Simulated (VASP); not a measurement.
# ZnS (Cm) in VASP: single point with r2SCAN

Aim: the single point of ZnS with r2SCAN.

All numbers are computed with VASP 6.6.1; they aren't measurements. Logs are shortened: lines on timing, memory, paths and dates and some standing lists are left out, and cuts for length are marked.

## (1) The cell of the first run

The structure is monoclinic, space group Cm (No. 8). The conventional cell has a = 7.621 Å, b = 7.621 Å, c = 5.389 Å, α = 90.00°, β = 90.00°, γ = 90.00°. Zn (site symmetry m) has 4 S at 2.26 to 2.41 Å within 3.0 Å. Within 3.1 Å of Zn (site symmetry m) lie 4 S at 2.33 Å. Within 3.1 Å of Zn (site symmetry 1) lie 4 S at 2.33 Å. S (site symmetry m) has 4 Zn at 2.33 to 2.41 Å within 3.1 Å. S (site symmetry m) has 4 Zn at 2.26 to 2.33 Å within 3.0 Å. Within 3.1 Å of S (site symmetry 1) lie 4 Zn at 2.33 to 2.34 Å.

## (2) Single point, r2SCAN (atom 1 (Zn) moved -0.090 Å towards its neighbour atom 2 (Zn) at 3.811 Å)

Contents of POSCAR:

```
ZnS
1.0
    5.3890263884      0.0000000000      0.0000000000
    0.0000000000     -5.3890263884      0.0000000000
    0.0000000000      0.0000000000     -5.3890263884
Zn S
4 4
Direct
    0.0118091109      0.0118091109      0.0000000000
    0.5000000000      0.5000000000      0.0000000000
    0.5000000000      0.0000000000      0.5000000000
    0.0000000000      0.5000000000      0.5000000000
    0.7500000000      0.7500000000      0.7500000000
    0.2500000000      0.2500000000      0.7500000000
    0.2500000000      0.7500000000      0.2500000000
    0.7500000000      0.2500000000      0.2500000000
```

Contents of INCAR.step1:

```
PREC = Accurate ; ENCUT = 520
ISMEAR = 0 ; SIGMA = 0.05
LREAL = F ; LASPH = T
NELM = 60 ; NBANDS = 46
GGA = PE ; ALGO = Normal
EDIFF = 1E-4 ; LWAVE = T
LCHARG = F
```

Contents of INCAR.step2:

```
PREC = Accurate ; ENCUT = 520
EDIFF = 1E-6 ; ISMEAR = 0
SIGMA = 0.05 ; LREAL = F
LASPH = T ; NELM = 60
ALGO = Normal ; ISIF = 2
LWAVE = F ; LCHARG = F
METAGGA = R2SCAN ; LMIXTAU = T
NBANDS = 46 ; ISTART = 1
```

Contents of KPOINTS:

```
Automatic mesh
0
Gamma
  4 4 4
```

Potentials or basis: VASP PAW PBE potentials, release 64 (Zn, S).

Started as:

```bash
cat potpaw_PBE.64/Zn/POTCAR potpaw_PBE.64/S/POTCAR > POTCAR
cp INCAR.step1 INCAR
mpirun -np 1 vasp_std > vasp.out
cp INCAR.step2 INCAR
mpirun -np 1 vasp_std > vasp.out
```

OUTCAR:

```text
PREC = Accurate
   ENCUT = 520
   EDIFF = 1E-6
   ISMEAR = 0
   LREAL = F
   LASPH = T
   NELM = 60
   ISIF = 2
   METAGGA = R2SCAN
   ISTART = 1

 ion  position               nearest neighbor table
   1  0.012  0.012  0.000-   6 2.26   7 2.34   8 2.34   5 2.41
   2  0.500  0.500  0.000-   5 2.33   6 2.33   7 2.33   8 2.33
   3  0.500  0.000  0.500-   5 2.33   6 2.33   7 2.33   8 2.33
   4  0.000  0.500  0.500-   5 2.33   6 2.33   7 2.33   8 2.33
   5  0.750  0.750  0.750-   2 2.33   3 2.33   4 2.33   1 2.41
   6  0.250  0.250  0.750-   1 2.26   2 2.33   3 2.33   4 2.33
   7  0.250  0.750  0.250-   2 2.33   3 2.33   4 2.33   1 2.34
   8  0.750  0.250  0.250-   2 2.33   3 2.33   4 2.33   1 2.34

  LATTYP: Found a simple cubic cell.
 ALAT       =     5.3890263884

  Lattice vectors:

 A1 = (   5.3890263884,   0.0000000000,   0.0000000000)
 A2 = (   0.0000000000,  -5.3890263884,   0.0000000000)
 A3 = (   0.0000000000,   0.0000000000,  -5.3890263884)

Analysis of symmetry for initial positions (statically):
=====================================================================
 Subroutine PRICEL returns:
 Original cell was already a primitive cell.

 Routine SETGRP: Setting up the symmetry group for a
 simple cubic supercell.

 Subroutine GETGRP returns: Found  2 space group operations
 (whereof  2 operations were pure point group operations)
 out of a pool of 48 trial point group operations.

The static configuration has the point symmetry C_1h.

Analysis of symmetry for dynamics (positions and initial velocities):
=====================================================================
 Subroutine PRICEL returns:
 Original cell was already a primitive cell.

 Routine SETGRP: Setting up the symmetry group for a
 simple cubic supercell.

 Subroutine GETGRP returns: Found  2 space group operations
 (whereof  2 operations were pure point group operations)
 out of a pool of 48 trial point group operations.

The dynamic configuration has the point symmetry C_1h.

 Subroutine INISYM returns: Found  2 space group operations
 (whereof  2 operations are pure point group operations),
 and found     1 'primitive' translations

----------------------------------------------------------------------------------------

                                     Primitive cell

  volume of cell :     156.5060

  direct lattice vectors                    reciprocal lattice vectors
     5.389026388  0.000000000  0.000000000     0.185562276  0.000000000  0.000000000
     0.000000000 -5.389026388  0.000000000     0.000000000 -0.185562276  0.000000000
     0.000000000  0.000000000 -5.389026388     0.000000000  0.000000000 -0.185562276

  length of vectors
     5.389026388  5.389026388  5.389026388     0.185562276  0.185562276  0.185562276

  position of ions in fractional coordinates (direct lattice)
     0.011809111  0.011809111  0.000000000
     0.500000000  0.500000000  0.000000000
     0.500000000  0.000000000  0.500000000
     0.000000000  0.500000000  0.500000000
     0.750000000  0.750000000  0.750000000
     0.250000000  0.250000000  0.750000000
     0.250000000  0.750000000  0.250000000
     0.750000000  0.250000000  0.250000000

  ion indices of the primitive-cell ions
   primitive index   ion index
                 1           1
                 2           2
                 3           3
                 4           4
                 5           5
                 6           6
                 7           7
                 8           8

----------------------------------------------------------------------------------------

 KPOINTS: Automatic mesh

Automatic generation of k-mesh.
 Grid dimensions read from file:
 generate k-points for:    4    4    4

 Generating k-lattice:

  Cartesian coordinates                     Fractional coordinates (reciprocal lattice)
     0.046390569  0.000000000  0.000000000     0.250000000  0.000000000  0.000000000
     0.000000000 -0.046390569  0.000000000     0.000000000  0.250000000  0.000000000
     0.000000000  0.000000000 -0.046390569     0.000000000  0.000000000  0.250000000

  Length of vectors
     0.046390569  0.046390569  0.046390569

  Shift w.r.t. Gamma in fractional coordinates (k-lattice)
     0.000000000  0.000000000  0.000000000

 Subroutine IBZKPT returns following result:
 ===========================================

 Found     24 irreducible k-points:

 Following reciprocal coordinates:
            Coordinates               Weight
  0.000000  0.000000  0.000000      1.000000
  0.250000  0.000000  0.000000      4.000000
  0.000000  0.000000  0.250000      2.000000
  0.500000  0.000000  0.000000      2.000000
  0.000000  0.000000  0.500000      1.000000
  0.250000  0.250000  0.000000      2.000000
[... 16 lines left out ...]
  0.250000  0.500000  0.500000      4.000000
  0.500000  0.500000  0.500000      1.000000
   k-points           NKPTS =     24   k-points in BZ     NKDIM =     24   number of bands    NBANDS=     46
   number of dos      NEDOS =    301   number of ions     NIONS =      8
   total plane-waves  NPLWV =  64000
   dimension x,y,z NGX =    40 NGY =   40 NGZ =   40
   dimension x,y,z NGXF=    80 NGYF=   80 NGZF=   80
   ions per type =               4   4
   NGX,Y,Z   is equivalent  to a cutoff of  12.34, 12.34, 12.34 a.u.
   NGXF,Y,Z  is equivalent  to a cutoff of  24.68, 24.68, 24.68 a.u.
 SYSTEM =  unknown system
   PREC   = accura    normal or accurate (medium, high low for compatibility)
   ISTART =      1    job   : 0-new  1-cont  2-samecut
   ICHARG =      0    charge: 1-file 2-atom 10-const
   ISPIN  =      1    spin polarized calculation?
   LNONCOLLINEAR =      F non collinear calculations
   LSORBIT =      F    spin-orbit coupling
   LASPH  =      T    aspherical Exc in radial PAW
   ENCUT  =  520.0 eV  38.22 Ry    6.18 a.u.  10.02 10.02 10.02*2*pi/ulx,y,z
   NELM   =     60;   NELMIN=  2; NELMDL=  0     # of ELM steps
   EDIFF  = 0.1E-05   stopping-criterion for ELM
   LREAL  =      F    real-space projection
   EDIFFG = 0.1E-04   stopping-criterion for IOM
   NSW    =      0    number of steps for IOM
   IBRION =     -1    ionic relax: 0-MD 1-quasi-New 2-CG
   NFREE  =      0    steps in history (QN), initial steepest desc. (CG)
   ISIF   =      2    stress and relaxation
   ISYM   =      2    0-nonsym 1-usesym 2-fastsym
   POTIM  = 0.5000    time-step for ionic-motion
   TEBEG  =    0.0;   TEEND  =   0.0 temperature during run
   PSTRESS=    0.0 pullay stress
   NELECT =      72.0000    total number of electrons
   NUPDOWN=      -1.0000    fix difference up-down
   EMIN   =  10.00;   EMAX   =-10.00  energy-range for DOS
   EFERMI =   0.00;   METHOD = LEGACY
   ISMEAR =     0;   SIGMA  =   0.05  broadening in eV -4-tet -1-fermi 0-gaus
   EFERMI_NEDOS =   21; number of points for ismear=-14 and -15
   IALGO  =     38    algorithm
   IMIX   =      4    mixing-type and parameters
     AMIX     =   0.40;   BMIX     =  1.00
     AMIX_MAG =   1.60;   BMIX_MAG =  1.00
  volume/ion in A,a.u.               =      19.56       132.02
  Fermi-wavevector in a.u.,A,eV,Ry     =   1.263791  2.388219 21.730795  1.597168
  Thomas-Fermi vector in A             =   2.397130
   LORBIT       =      0    0 simple, 1 ext, 2 COOP (PROOUT), +10 PAW based schemes
   METAGGA = R2SCAN    functional components
   LHFCALC =     F    Hartree Fock is set to
   AEXX    =    0.0000 exact exchange contribution
   IVDW    =     0    specifies the selected vdW correction
   LEPSILON=     F    determine dielectric tensor
   LRPA    =     F    only Hartree local field effects (RPA)
 non-spin polarized calculation
 Gauss-broadening in eV      SIGMA  =   0.05
  energy-cutoff  :      520.00
  volume of cell :      156.51
 maximum number of plane-waves:      4238
   NGX = 21   NGY = 21   NGZ = 21

 number of electron      72.0000082 magnetization

 Free energy of the ion-electron system (eV)
  ---------------------------------------------------
  ext. energy  EPLUGINS =         0.00000000
  ---------------------------------------------------
  free energy    TOTEN  =       -75.43472116 eV

  energy without entropy =      -75.43472116  energy(sigma->0) =      -75.43472116

 E-fermi :   2.1622     XC(G=0): -10.3261

 val. band max:        1.9289050794   @ k =   0.0000   0.0000   0.0000
 cond. band min:       4.6193807921   @ k =   0.0000   0.0000   0.0000
 fundamental gap:      2.6904757127
 Fermi energy:         2.1622302429

 k-point     1 :       0.0000    0.0000    0.0000
  band No.  band energies     occupation
      1     -11.8366      2.00000
      2     -10.6401      2.00000
      3     -10.5404      2.00000
      4     -10.4436      2.00000
      5      -4.6777      2.00000
      6      -4.6504      2.00000
[... 38 lines left out ...]
     45       8.8077      0.00000
     46       8.8231      0.00000

 k-point     2 :       0.2500    0.0000    0.0000
  band No.  band energies     occupation
      1     -11.6774      2.00000
      2     -10.7808      2.00000
      3     -10.5949      2.00000
      4     -10.4605      2.00000
      5      -4.6815      2.00000
      6      -4.6315      2.00000
[... 38 lines left out ...]
     45       9.4637      0.00000
     46       9.4788      0.00000

 k-point     3 :       0.0000    0.0000    0.2500
  band No.  band energies     occupation
      1     -11.6761      2.00000
      2     -10.8007      2.00000
      3     -10.5373      2.00000
      4     -10.4995      2.00000
      5      -4.6682      2.00000
      6      -4.6481      2.00000
[... 38 lines left out ...]
     45       9.4695      0.00000
     46       9.4753      0.00000

 k-point     4 :       0.5000    0.0000    0.0000
  band No.  band energies     occupation
      1     -11.3242      2.00000
      2     -11.1793      2.00000
      3     -10.5999      2.00000
      4     -10.4615      2.00000
      5      -4.6986      2.00000
      6      -4.6523      2.00000
[... 920 lines left out ...]
     45       9.6219      0.00000
     46       9.7202      0.00000

 k-point    23 :       0.2500    0.5000    0.5000
  band No.  band energies     occupation
      1     -11.0270      2.00000
      2     -10.8784      2.00000
      3     -10.8775      2.00000
      4     -10.7431      2.00000
      5      -4.5469      2.00000
      6      -4.5149      2.00000
[... 38 lines left out ...]
     45       9.6207      0.00000
     46       9.7182      0.00000

 k-point    24 :       0.5000    0.5000    0.5000
  band No.  band energies     occupation
      1     -11.0140      2.00000
      2     -10.8646      2.00000
      3     -10.8642      2.00000
      4     -10.7291      2.00000
      5      -4.5558      2.00000
      6      -4.5240      2.00000
[... 38 lines left out ...]
     45       9.3002      0.00000
     46       9.3067      0.00000

------------------------ aborting loop because EDIFF is reached ----------------------------------------

  FORCE on cell =-STRESS in cart. coord.  units (eV):
  Direction    XX          YY          ZZ          XY          YZ          ZX
  --------------------------------------------------------------------------------------
  -------------------------------------------------------------------------------------
  Total        0.1466712      0.1466712      0.1985721     -0.0940908     -0.3716984      0.3716909
  in kB        1.5014972      1.5014972      2.0328151     -0.9632230     -3.8051372      3.8050610
  external PRESSURE =       1.6786031 kB  Pullay stress =       0.0000000 kB

 VOLUME and BASIS-vectors are now :
 -----------------------------------------------------------------------------
  energy-cutoff  :      520.00
  volume of cell :      156.51
      direct lattice vectors                 reciprocal lattice vectors
     5.389026388  0.000000000  0.000000000     0.185562276  0.000000000  0.000000000
     0.000000000 -5.389026388  0.000000000     0.000000000 -0.185562276  0.000000000
     0.000000000  0.000000000 -5.389026388     0.000000000  0.000000000 -0.185562276

 POSITION                                       TOTAL-FORCE (eV/Angst)
 -----------------------------------------------------------------------------------
      0.06364     -0.06364      0.00000        -0.452758      0.452758     -0.098415
      2.69451     -2.69451      0.00000         0.080330     -0.080330      0.001749
      2.69451      0.00000     -2.69451         0.080201      0.093836     -0.000583
      0.00000     -2.69451     -2.69451        -0.093836     -0.080201     -0.000583
      4.04177     -4.04177     -4.04177         0.148272     -0.148272     -0.133862
      1.34726     -1.34726     -4.04177         0.218679     -0.218679      0.218880
      1.34726     -4.04177     -1.34726         0.002955     -0.016156      0.006407
      4.04177     -1.34726     -1.34726         0.016156     -0.002955      0.006407
 -----------------------------------------------------------------------------------
    total drift:                               -0.006729      0.006729     -0.001699

  FREE ENERGIE OF THE ION-ELECTRON SYSTEM (eV)
  ---------------------------------------------------
  free  energy   TOTEN  =       -75.4347211563 eV

  energy  without entropy=      -75.4347211563  energy(sigma->0) =      -75.43472116
```

Wall time 5.1 min (1 thread of AMD EPYC 9R45 (Zen 5), shared host); peak memory 0.3 GiB.

Results:

- Free energy: -75.4347 eV
- Pressure: 0.2 GPa
- Largest force: 0.648 eV/Å
- Band gap on the k mesh: 2.69 eV

Forces on the atoms (eV/Å):
```
Zn  -0.453  0.453 -0.098
Zn   0.080 -0.080  0.002
Zn   0.080  0.094 -0.001
Zn  -0.094 -0.080 -0.001
S    0.148 -0.148 -0.134
S    0.219 -0.219  0.219
S    0.003 -0.016  0.006
S    0.016 -0.003  0.006
```

Levels at points of the mesh, in eV from the valence-band top:
| k point | band 33 | band 34 | band 35 | band 36 | band 37 | band 38 | band 39 | band 40 |
| --- | --- | --- | --- | --- | --- | --- | --- | --- |
| (0.00, 0.00, 0.00) | -2.27 | -0.04 | -0.02 | 0.00 | 2.69 | 3.57 | 3.69 | 3.80 |
| (0.50, 0.00, 0.00) | -1.36 | -1.35 | -1.26 | -1.24 | 4.85 | 4.90 | 5.06 | 5.11 |
| (0.00, 0.00, 0.50) | -1.30 | -1.30 | -1.30 | -1.29 | 4.88 | 4.90 | 5.06 | 5.06 |
| (0.50, 0.50, 0.00) | -1.01 | -0.96 | -0.95 | -0.91 | 5.37 | 5.37 | 5.37 | 5.38 |
| (0.00, 0.50, 0.50) | -1.03 | -0.99 | -0.93 | -0.88 | 5.31 | 5.34 | 5.40 | 5.44 |
| (0.50, 0.50, 0.50) | -0.89 | -0.88 | -0.88 | -0.81 | 3.78 | 3.81 | 3.81 | 3.85 |

Caveat: the cell differs from its parent crystal (atom 1 (Zn) moved -0.090 Å towards its neighbour atom 2 (Zn) at 3.811 Å); the PAW data sets were made with another functional, which shifts forces and pressure a little.
